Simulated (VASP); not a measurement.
SnAs2: single point with r2SCAN+U

Crystal: SnAs2.

```xyz
6
Lattice="0.0000 5.4012 0.0000 5.4012 0.0000 0.0000 2.7006 2.7006 -4.8730" Properties=species:S:1:pos:R:3 pbc="T T T"
Sn    2.7006    2.7006    0.0000
Sn    5.4012    2.7006   -2.4365
As    7.3538    4.2112   -3.5619
As    1.5106    0.7479   -1.3110
As    3.4485    6.5912   -3.5619
As    3.8906    4.6532   -1.3110
```

- Program: VASP 6.6.1
- Task: single point
- Functional: r2SCAN
- Potentials or basis: VASP PAW PBE potentials, release 64 (Sn_d, As)
- Cutoff: 550 eV
- k mesh: 5 × 5 × 5
- Occupations: fermi-dirac, width 0.1 eV
- Spin: no spin polarisation
- Hubbard terms: As p U = 7.2 eV

* Pressure: 6.9 GPa
* Largest force: 0.937 eV/Å
* Band gap on the k mesh: zero (bands 24 and 25 overlap by 0.50 eV)

Forces on the atoms (eV/Å):
```
Sn   0.000  0.000  0.000
Sn   0.000  0.000  0.000
As   0.597 -0.714 -0.113
As  -0.714 -0.597  0.113
As  -0.597  0.714 -0.113
As   0.714  0.597  0.113
```

Stress tensor (GPa, compression positive):
```
7.73 0.00 0.00
0.00 7.73 0.00
0.00 0.00 5.20
```

Levels at points of the mesh, in eV from the Fermi level:
| k point | band 21 | band 22 | band 23 | band 24 | band 25 | band 26 | band 27 | band 28 |
| --- | --- | --- | --- | --- | --- | --- | --- | --- |
| (0.00, 0.00, 0.00) | -3.84 | -2.41 | -2.41 | -0.46 | 0.28 | 2.54 | 2.54 | 2.56 |

It took 3.6 min on 1 thread of Intel(R) Xeon(R) Platinum 8488C (Sapphire Rapids) (shared host), peak memory 0.35 GiB.

Caveat: the cell stands under pressure; the PAW data sets were made with another functional, which shifts forces and pressure a little; spin-orbit coupling is left out, which moves the levels of the heavy elements; U without spin polarisation on a metal has little footing; the U is typed as a test and isn't derived for this compound.
